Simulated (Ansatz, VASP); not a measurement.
**One calculation of SiH6CO, two programs**

```
O C H Si
1.0
     8.41883    0.00000    0.00000
     0.00000    8.41883    0.00000
     0.00000    0.00000    8.41883
O C H Si
3 3 18 3
Direct
  0.36065 0.52809 0.14963
  0.70397 0.14904 0.79762
  0.68701 0.61288 0.94463
  0.32208 0.64598 0.07706
  0.81443 0.11764 0.71090
  0.74525 0.51760 0.85395
  0.22987 0.72939 0.12436
  0.37571 0.67761 0.95954
  0.86907 0.20939 0.63130
  0.86910 0.99618 0.70582
  0.85744 0.45287 0.88403
  0.69034 0.49130 0.73599
  0.28417 0.27620 0.57738
  0.16558 0.02074 0.64239
  0.28111 0.06350 0.38066
  0.45102 0.04084 0.61376
  0.94106 0.55761 0.19771
  0.82269 0.74983 0.38085
  0.81680 0.46805 0.44418
  0.06622 0.61255 0.45413
  0.07660 0.95258 0.22476
  0.07903 0.10643 0.98072
  0.89489 0.88533 0.01132
  0.85622 0.13056 0.16439
  0.29664 0.10097 0.55296
  0.91194 0.59712 0.36771
  0.97528 0.01888 0.09539
```

Alike in both runs: functional PBE; dispersion D3(BJ); k mesh 1 × 1 × 1; occupations fermi-dirac, width 0.02 eV; no spin polarisation.

Ansatz relaxed the structure, and its values are those at the end. VASP's run is a single point on that final structure, the one shown.

```csv
,VASP,Ansatz
version,VASP 6.6.1,Ansatz 0.2.0
potentials or method,"VASP PAW PBE potentials, release 64 (O, C, H, Si), cutoff 520 eV","scalar-relativistic, plane waves, PAW"
valence electrons in the cell,60,60
```

Ansatz gave:

| Quantity | Value |
| --- | --- |
| rms of the force components (eV/Å) | 0.050 |

Task: Which values does VASP return?

Result: rms of the force components (eV/Å): 0.127.

One of these differences is far larger than is usual between the two programs; its cause wasn't traced.

Noted on VASP's run: the standard files for N, O and F lose accuracy on very short bonds.
